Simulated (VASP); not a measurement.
# K3SBr (Pm-3m) in VASP: a series of runs

K3SBr is run at these levels: PBE; tasks: single point, relaxation of cell and atoms.

All numbers are computed with VASP 6.6.1; they aren't measurements. Logs are shortened: lines on timing, memory, paths and dates and some standing lists are left out, and cuts for length are marked.

## (1) The cell of the first run

It takes space group Pm-3m (No. 221, cubic). The conventional cell has a = 5.935 Å, b = 5.935 Å, c = 5.935 Å, α = 90.00°, β = 90.00°, γ = 90.00°. Within 3.9 Å of K (site symmetry 4/mmm) lie 2 Br at 2.97 Å. S (site symmetry m-3m) has 12 K at 4.20 Å and 8 Br at 5.14 Å within 5.5 Å. Within 3.9 Å of Br (site symmetry m-3m) lie 6 K at 2.97 Å.

## (2) Single point, PBE

INCAR reads:

```
ALGO = Normal ; EDIFF = 1E-6
ENCUT = 520 ; GGA = PE
ISIF = 2 ; ISMEAR = 0
LASPH = T ; LCHARG = F
LREAL = F ; LWAVE = F
NBANDS = 28 ; NELM = 80
PREC = Accurate ; SIGMA = 0.1
```

KPOINTS reads:

```
k-points
0
Gamma
  4 4 4
```

POSCAR reads:

```
K3SBr
1.0
    5.9353271808      0.0000000000      0.0000000000
    0.0000000000      5.9353271808      0.0000000000
    0.0000000000      0.0000000000      5.9353271808
K S Br
3 1 1
Direct
    0.0000000000      0.5000000000      0.0000000000
    0.0000000000      0.0000000000      0.5000000000
    0.5000000000      0.0000000000      0.0000000000
    0.5000000000      0.5000000000      0.5000000000
    0.0000000000      0.0000000000      0.0000000000
```

Potentials or basis: VASP PAW PBE potentials, release 64 (K_sv, S, Br).

On the command line:

```sh
cat potpaw_PBE.64/K_sv/POTCAR potpaw_PBE.64/S/POTCAR potpaw_PBE.64/Br/POTCAR > POTCAR
mpirun -np 1 vasp_std > vasp.out
```

OUTCAR:

```text
EDIFF = 1E-6
   ENCUT = 520
   GGA = PE
   ISIF = 2
   ISMEAR = 0
   LASPH = T
   LREAL = F
   NELM = 80
   PREC = Accurate

 ion  position               nearest neighbor table
   1  0.000  0.500  0.000-   5 2.97   5 2.97
   2  0.000  0.000  0.500-   5 2.97   5 2.97
   3  0.500  0.000  0.000-   5 2.97   5 2.97
   4  0.500  0.500  0.500-
   5  0.000  0.000  0.000-   1 2.97   2 2.97   3 2.97   2 2.97   1 2.97   3 2.97

  LATTYP: Found a simple cubic cell.
 ALAT       =     5.9353271808

  Lattice vectors:

 A1 = (   5.9353271808,   0.0000000000,   0.0000000000)
 A2 = (   0.0000000000,   5.9353271808,   0.0000000000)
 A3 = (   0.0000000000,   0.0000000000,   5.9353271808)

Analysis of symmetry for initial positions (statically):
=====================================================================
 Subroutine PRICEL returns:
 Original cell was already a primitive cell.

 Routine SETGRP: Setting up the symmetry group for a
 simple cubic supercell.

 Subroutine GETGRP returns: Found 48 space group operations
 (whereof 48 operations were pure point group operations)
 out of a pool of 48 trial point group operations.

The static configuration has the point symmetry O_h .

Analysis of symmetry for dynamics (positions and initial velocities):
=====================================================================
 Subroutine PRICEL returns:
 Original cell was already a primitive cell.

 Routine SETGRP: Setting up the symmetry group for a
 simple cubic supercell.

 Subroutine GETGRP returns: Found 48 space group operations
 (whereof 48 operations were pure point group operations)
 out of a pool of 48 trial point group operations.

The dynamic configuration has the point symmetry O_h .

 Subroutine INISYM returns: Found 48 space group operations
 (whereof 48 operations are pure point group operations),
 and found     1 'primitive' translations

----------------------------------------------------------------------------------------

                                     Primitive cell

  volume of cell :     209.0904

  direct lattice vectors                    reciprocal lattice vectors
     5.935327181  0.000000000  0.000000000     0.168482709  0.000000000  0.000000000
     0.000000000  5.935327181  0.000000000     0.000000000  0.168482709  0.000000000
     0.000000000  0.000000000  5.935327181     0.000000000  0.000000000  0.168482709

  length of vectors
     5.935327181  5.935327181  5.935327181     0.168482709  0.168482709  0.168482709

  position of ions in fractional coordinates (direct lattice)
     0.000000000  0.500000000  0.000000000
     0.000000000  0.000000000  0.500000000
     0.500000000  0.000000000  0.000000000
     0.500000000  0.500000000  0.500000000
     0.000000000  0.000000000  0.000000000

  ion indices of the primitive-cell ions
   primitive index   ion index
                 1           1
                 2           2
                 3           3
                 4           4
                 5           5

----------------------------------------------------------------------------------------

 KPOINTS: k-points

Automatic generation of k-mesh.
 Grid dimensions read from file:
 generate k-points for:    4    4    4

 Generating k-lattice:

  Cartesian coordinates                     Fractional coordinates (reciprocal lattice)
     0.042120677  0.000000000  0.000000000     0.250000000  0.000000000  0.000000000
     0.000000000  0.042120677  0.000000000     0.000000000  0.250000000  0.000000000
     0.000000000  0.000000000  0.042120677     0.000000000  0.000000000  0.250000000

  Length of vectors
     0.042120677  0.042120677  0.042120677

  Shift w.r.t. Gamma in fractional coordinates (k-lattice)
     0.000000000  0.000000000  0.000000000

 Subroutine IBZKPT returns following result:
 ===========================================

 Found     10 irreducible k-points:

 Following reciprocal coordinates:
            Coordinates               Weight
  0.000000  0.000000  0.000000      1.000000
  0.250000  0.000000  0.000000      6.000000
  0.500000  0.000000  0.000000      3.000000
  0.250000  0.250000  0.000000     12.000000
  0.500000  0.250000  0.000000     12.000000
  0.500000  0.500000  0.000000      3.000000
  0.250000  0.250000  0.250000      8.000000
  0.500000  0.250000  0.250000     12.000000
  0.500000  0.500000  0.250000      6.000000
  0.500000  0.500000  0.500000      1.000000
   k-points           NKPTS =     10   k-points in BZ     NKDIM =     10   number of bands    NBANDS=     28
   number of dos      NEDOS =    301   number of ions     NIONS =      5
   total plane-waves  NPLWV = 110592
   dimension x,y,z NGX =    48 NGY =   48 NGZ =   48
   dimension x,y,z NGXF=    96 NGYF=   96 NGZF=   96
   ions per type =               3   1   1
   NGX,Y,Z   is equivalent  to a cutoff of  13.44, 13.44, 13.44 a.u.
   NGXF,Y,Z  is equivalent  to a cutoff of  26.89, 26.89, 26.89 a.u.
 SYSTEM =  unknown system
   PREC   = accura    normal or accurate (medium, high low for compatibility)
   ISTART =      0    job   : 0-new  1-cont  2-samecut
   ICHARG =      2    charge: 1-file 2-atom 10-const
   ISPIN  =      1    spin polarized calculation?
   LNONCOLLINEAR =      F non collinear calculations
   LSORBIT =      F    spin-orbit coupling
   LASPH  =      T    aspherical Exc in radial PAW
   ENCUT  =  520.0 eV  38.22 Ry    6.18 a.u.  11.04 11.04 11.04*2*pi/ulx,y,z
   NELM   =     80;   NELMIN=  2; NELMDL= -5     # of ELM steps
   EDIFF  = 0.1E-05   stopping-criterion for ELM
   LREAL  =      F    real-space projection
   EDIFFG = 0.1E-04   stopping-criterion for IOM
   NSW    =      0    number of steps for IOM
   IBRION =     -1    ionic relax: 0-MD 1-quasi-New 2-CG
   NFREE  =      0    steps in history (QN), initial steepest desc. (CG)
   ISIF   =      2    stress and relaxation
   ISYM   =      2    0-nonsym 1-usesym 2-fastsym
   POTIM  = 0.5000    time-step for ionic-motion
   TEBEG  =    0.0;   TEEND  =   0.0 temperature during run
   PSTRESS=    0.0 pullay stress
   NELECT =      40.0000    total number of electrons
   NUPDOWN=      -1.0000    fix difference up-down
   EMIN   =  10.00;   EMAX   =-10.00  energy-range for DOS
   EFERMI =   0.00;   METHOD = LEGACY
   ISMEAR =     0;   SIGMA  =   0.10  broadening in eV -4-tet -1-fermi 0-gaus
   EFERMI_NEDOS =   21; number of points for ismear=-14 and -15
   IALGO  =     38    algorithm
   IMIX   =      4    mixing-type and parameters
     AMIX     =   0.40;   BMIX     =  1.00
     AMIX_MAG =   1.60;   BMIX_MAG =  1.00
  volume/ion in A,a.u.               =      41.82       282.20
  Fermi-wavevector in a.u.,A,eV,Ry     =   0.943301  1.782580 12.106685  0.889816
  Thomas-Fermi vector in A             =   2.070995
   LORBIT       =      0    0 simple, 1 ext, 2 COOP (PROOUT), +10 PAW based schemes
   GGA     = PE    functional components
   LHFCALC =     F    Hartree Fock is set to
   AEXX    =    0.0000 exact exchange contribution
   IVDW    =     0    specifies the selected vdW correction
   LEPSILON=     F    determine dielectric tensor
   LRPA    =     F    only Hartree local field effects (RPA)
 non-spin polarized calculation
 Gauss-broadening in eV      SIGMA  =   0.10
  energy-cutoff  :      520.00
  volume of cell :      209.09
 maximum number of plane-waves:      5656
 NGX is ok and might be reduce to    48
   NGX = 23   NGY = 23   NGZ = 23

 number of electron      39.9999996 magnetization

 Free energy of the ion-electron system (eV)
  ---------------------------------------------------
  ext. energy  EPLUGINS =         0.00000000
  ---------------------------------------------------
  free energy    TOTEN  =       -13.53080037 eV

  energy without entropy =      -13.53080037  energy(sigma->0) =      -13.53080037

 E-fermi :   0.6156     XC(G=0):  -6.7608

 val. band max:        0.0642899173   @ k =   0.0000   0.0000   0.0000
 cond. band min:       1.0973127987   @ k =   0.0000   0.0000   0.0000
 fundamental gap:      1.0330228814
 Fermi energy:         0.6156368638

 k-point     1 :       0.0000    0.0000    0.0000
  band No.  band energies     occupation
      1     -30.9378      2.00000
      2     -30.9157      2.00000
      3     -30.9157      2.00000
      4     -16.0807      2.00000
      5     -14.6005      2.00000
      6     -14.6005      2.00000
[... 20 lines left out ...]
     27       5.9260      0.00000
     28       5.9282      0.00000

 k-point     2 :       0.2500    0.0000    0.0000
  band No.  band energies     occupation
      1     -30.9349      2.00000
      2     -30.9183      2.00000
      3     -30.9156      2.00000
      4     -16.2042      2.00000
      5     -14.5921      2.00000
      6     -14.5921      2.00000
[... 20 lines left out ...]
     27       5.3710      0.00000
     28       5.8301      0.00000

 k-point     3 :       0.5000    0.0000    0.0000
  band No.  band energies     occupation
      1     -30.9304      2.00000
      2     -30.9226      2.00000
      3     -30.9156      2.00000
      4     -16.3070      2.00000
      5     -14.5830      2.00000
      6     -14.5830      2.00000
[... 20 lines left out ...]
     27       5.2076      0.00000
     28       5.3046      0.00000

 k-point     4 :       0.2500    0.2500    0.0000
  band No.  band energies     occupation
      1     -30.9323      2.00000
      2     -30.9191      2.00000
      3     -30.9172      2.00000
      4     -16.3119      2.00000
      5     -14.5836      2.00000
      6     -14.5255      2.00000
[... 144 lines left out ...]
     27       4.9912      0.00000
     28       5.2535      0.00000

 k-point     9 :       0.5000    0.5000    0.2500
  band No.  band energies     occupation
      1     -30.9228      2.00000
      2     -30.9225      2.00000
      3     -30.9225      2.00000
      4     -16.5730      2.00000
      5     -14.4933      2.00000
      6     -14.4539      2.00000
[... 20 lines left out ...]
     27       5.3373      0.00000
     28       5.4872      0.00000

 k-point    10 :       0.5000    0.5000    0.5000
  band No.  band energies     occupation
      1     -30.9225      2.00000
      2     -30.9225      2.00000
      3     -30.9225      2.00000
      4     -16.6476      2.00000
      5     -14.4533      2.00000
      6     -14.4533      2.00000
[... 20 lines left out ...]
     27       4.6866      0.00000
     28       5.6971      0.00000

------------------------ aborting loop because EDIFF is reached ----------------------------------------

  FORCE on cell =-STRESS in cart. coord.  units (eV):
  Direction    XX          YY          ZZ          XY          YZ          ZX
  --------------------------------------------------------------------------------------
  -------------------------------------------------------------------------------------
  Total        0.3127681      0.3127681      0.3127681     -0.0000000      0.0000000     -0.0000000
  in kB        2.3966193      2.3966193      2.3966193     -0.0000000      0.0000000     -0.0000000
  external PRESSURE =       2.3966193 kB  Pullay stress =       0.0000000 kB

 VOLUME and BASIS-vectors are now :
 -----------------------------------------------------------------------------
  energy-cutoff  :      520.00
  volume of cell :      209.09
      direct lattice vectors                 reciprocal lattice vectors
     5.935327181  0.000000000  0.000000000     0.168482709  0.000000000  0.000000000
     0.000000000  5.935327181  0.000000000     0.000000000  0.168482709  0.000000000
     0.000000000  0.000000000  5.935327181     0.000000000  0.000000000  0.168482709

 POSITION                                       TOTAL-FORCE (eV/Angst)
 -----------------------------------------------------------------------------------
      0.00000      2.96766      0.00000         0.000000      0.000000      0.000000
      0.00000      0.00000      2.96766         0.000000      0.000000      0.000000
      2.96766      0.00000      0.00000         0.000000      0.000000      0.000000
      2.96766      2.96766      2.96766         0.000000      0.000000      0.000000
      0.00000      0.00000      0.00000         0.000000      0.000000      0.000000
 -----------------------------------------------------------------------------------
    total drift:                                0.000000      0.000000      0.000000

  FREE ENERGIE OF THE ION-ELECTRON SYSTEM (eV)
  ---------------------------------------------------
  free  energy   TOTEN  =       -13.5308003737 eV

  energy  without entropy=      -13.5308003737  energy(sigma->0) =      -13.53080037
```

It took 66 s on 1 thread of Intel Xeon Platinum 8375C at 2.90GHz (Ice Lake), shared host; peak memory 0.33 GiB.

What came out:

```yaml
Free_energy: -13.5308 eV
Pressure: 0.2 GPa
Band_gap_on_the_k_mesh: 1.03 eV, direct
```

Levels at points of the mesh, in eV from the valence-band top:
```csv
k point,band 16,band 17,band 18,band 19,band 20,band 21,band 22,band 23,band 24,band 25
"(0.00, 0.00, 0.00)",-3.98,-3.98,0.00,0.00,0.00,1.03,3.23,3.23,3.46,3.46
"(0.50, 0.00, 0.00)",-4.02,-4.02,-0.58,-0.06,-0.06,2.50,3.14,3.69,4.08,4.20
"(0.50, 0.50, 0.00)",-4.62,-4.05,-0.35,-0.35,-0.05,3.20,3.23,3.99,3.99,4.20
"(0.50, 0.50, 0.50)",-4.65,-4.65,-0.27,-0.27,-0.27,3.72,3.72,3.72,4.22,4.62
```

Expect the measured gap to be larger: semilocal functionals such as PBE lack the derivative discontinuity.

## (3) Relaxation of cell and atoms, PBE

This run uses another cell than the first one, of 31.56 Å³/atom, 0.755 times its volume.

INCAR reads:

```
PREC = Accurate
ENCUT = 600
EDIFF = 1E-6
ISMEAR = 0
SIGMA = 0.1
LREAL = F
LASPH = T
NELM = 100
ALGO = Normal
ISIF = 3
LWAVE = F
LCHARG = F
GGA = PE
IBRION = 2
NSW = 90
EDIFFG = -0.04
```

KPOINTS reads:

```
regular mesh
0
Gamma
  4 4 4
```

POSCAR: that of step 2 with these lines changed.

```diff
@@ -2,5 +2,5 @@
 1.0
-    5.9353271808      0.0000000000      0.0000000000
-    0.0000000000      5.9353271808      0.0000000000
-    0.0000000000      0.0000000000      5.9353271808
+    5.4036991500      0.0000000000      0.0000000000
+    0.0000000000      5.4036991500      0.0000000000
+    0.0000000000      0.0000000000      5.4036991500
 K S Br
```

Potentials or basis: VASP PAW PBE potentials, release 64 (K_sv, S, Br).

On the command line:

```sh
cat potpaw_PBE.64/K_sv/POTCAR potpaw_PBE.64/S/POTCAR potpaw_PBE.64/Br/POTCAR > POTCAR
mpirun -np 1 vasp_std > vasp.out
```

OUTCAR:

```text
PREC = Accurate
   ENCUT = 600
   EDIFF = 1E-6
   ISMEAR = 0
   LREAL = F
   LASPH = T
   NELM = 100
   ISIF = 3
   GGA = PE
   IBRION = 2
   NSW = 90
   EDIFFG = -0.04

 ion  position               nearest neighbor table
   1  0.000  0.500  0.000-   5 2.70   5 2.70
   2  0.000  0.000  0.500-   5 2.70   5 2.70
   3  0.500  0.000  0.000-   5 2.70   5 2.70
   4  0.500  0.500  0.500-
   5  0.000  0.000  0.000-   1 2.70   2 2.70   3 2.70   2 2.70   1 2.70   3 2.70

  LATTYP: Found a simple cubic cell.
 ALAT       =     5.4036991500

  Lattice vectors:

 A1 = (   5.4036991500,   0.0000000000,   0.0000000000)
[... 175 lines left out ...]
  Direction    XX          YY          ZZ          XY          YZ          ZX
  --------------------------------------------------------------------------------------
  -------------------------------------------------------------------------------------
  Total        7.6891061      7.6891061      7.6891061     -0.0000000     -0.0000000     -0.0000000
  in kB       78.0751724     78.0751724     78.0751724     -0.0000000     -0.0000000     -0.0000000
  external PRESSURE =      78.0751724 kB  Pullay stress =       0.0000000 kB
[... 104 lines left out ...]
--------------------------------------- Ionic step        4  -------------------------------------------

 number of electron      39.9999993 magnetization

 Free energy of the ion-electron system (eV)
  ---------------------------------------------------
  ext. energy  EPLUGINS =         0.00000000
  ---------------------------------------------------
  free energy    TOTEN  =       -13.52836078 eV

  energy without entropy =      -13.52836078  energy(sigma->0) =      -13.52836078

 E-fermi :   0.5670     XC(G=0):  -6.7133

 val. band max:        0.0321481331   @ k =   0.0000   0.0000   0.0000
 cond. band min:       1.0298685635   @ k =   0.0000   0.0000   0.0000
 fundamental gap:      0.9977204304
 Fermi energy:         0.5670243939

 k-point     1 :       0.0000    0.0000    0.0000
  band No.  band energies     occupation
      1     -31.0063      2.00000
      2     -30.9857      2.00000
      3     -30.9857      2.00000
      4     -16.1112      2.00000
      5     -14.6583      2.00000
      6     -14.6583      2.00000
[... 291 lines left out ...]
  FREE ENERGIE OF THE ION-ELECTRON SYSTEM (eV)
  ---------------------------------------------------
  free  energy   TOTEN  =       -13.5283607787 eV

  energy  without entropy=      -13.5283607787  energy(sigma->0) =      -13.52836078

 reached required accuracy - stopping structural energy minimisation
```

OSZICAR:

```text
N       E                     dE             d eps       ncg     rms          rms(c)
DAV:   1     0.324746077629E+03    0.32475E+03   -0.19742E+04   480   0.163E+03
DAV:   2     0.102585191134E+02   -0.31449E+03   -0.31041E+03   608   0.410E+02
DAV:   3    -0.132479939345E+02   -0.23507E+02   -0.23483E+02   760   0.942E+01
[... 42 lines left out ...]
DAV:   5    -0.135283138038E+02   -0.18646E-03   -0.39851E-03   856   0.244E-01    0.653E-02
DAV:   6    -0.135283653804E+02   -0.51577E-04   -0.33381E-04   776   0.867E-02    0.225E-02
DAV:   7    -0.135283627017E+02    0.26787E-05   -0.31576E-05   640   0.209E-02    0.758E-03
DAV:   8    -0.135283603933E+02    0.23084E-05   -0.15493E-06   408   0.736E-03    0.259E-03
DAV:   9    -0.135283607787E+02   -0.38544E-06   -0.25296E-07   312   0.365E-03
   4 F= -.13528361E+02 E0= -.13528361E+02  d E =-.101327E+01
```

CONTCAR:

```text
K3SBr
   1.00000000000000
     5.9632793032831408   -0.0000000000000000   -0.0000000000000000
    -0.0000000000000000    5.9632793032831408   -0.0000000000000000
     0.0000000000000000   -0.0000000000000000    5.9632793032831408
  K               S               Br
     3     1     1
Direct
     0.0000000000000000    0.5000000000000000    0.0000000000000000
     0.0000000000000000    0.0000000000000000    0.5000000000000000
     0.5000000000000000    0.0000000000000000    0.0000000000000000
     0.5000000000000000    0.5000000000000000    0.5000000000000000
     0.0000000000000000    0.0000000000000000    0.0000000000000000

  0.00000000E+00  0.00000000E+00  0.00000000E+00
  0.00000000E+00  0.00000000E+00  0.00000000E+00
  0.00000000E+00  0.00000000E+00  0.00000000E+00
  0.00000000E+00  0.00000000E+00  0.00000000E+00
  0.00000000E+00  0.00000000E+00  0.00000000E+00
```

Run time: 2.7 min. Hardware: 1 thread of Intel Xeon Platinum 8375C at 2.90GHz (Ice Lake), shared host; peak memory 0.36 GiB.

What came out:

| Property | Result |
| --- | --- |
| Free energy | -13.5284 eV |
| Relaxed volume | 42.41 Å³/atom |
| Relaxed cell | a = 5.963 Å, b = 5.963 Å, c = 5.963 Å, α = 90.00°, β = 90.00°, γ = 90.00° |
| Space group after relaxing (to 0.05 Å) | Pm-3m (No. 221) |
| Energy gained by relaxing | 202.7 meV/atom |
| Ionic steps | 4 |
| Pressure after relaxing | 0.0 GPa |
| Band gap on the k mesh | 1.00 eV, direct |

Step by step:
| step | energy change (eV) | largest force (eV/Å) | pressure (GPa) | volume (Å³) |
| --- | --- | --- | --- | --- |
| 1 | 0.0000 | 0.0000 | 7.81 | 157.79 |
| 2 | -0.9469 | 0.0000 | 1.34 | 195.58 |
| 3 | -1.0060 | 0.0000 | 0.40 | 206.74 |
| 4 | -1.0133 | 0.0000 | 0.05 | 212.06 |

Final structure:
```
CELL_PARAMETERS angstrom
5.96328 0.00000 0.00000
0.00000 5.96328 0.00000
0.00000 0.00000 5.96328
ATOMIC_POSITIONS crystal
K 0.00000 0.50000 0.00000
K 0.00000 0.00000 0.50000
K 0.50000 0.00000 0.00000
S 0.50000 0.50000 0.50000
Br 0.00000 0.00000 0.00000
```

Caveat: the volume moved by over 15 % at a fixed basis, so the end points are rough.
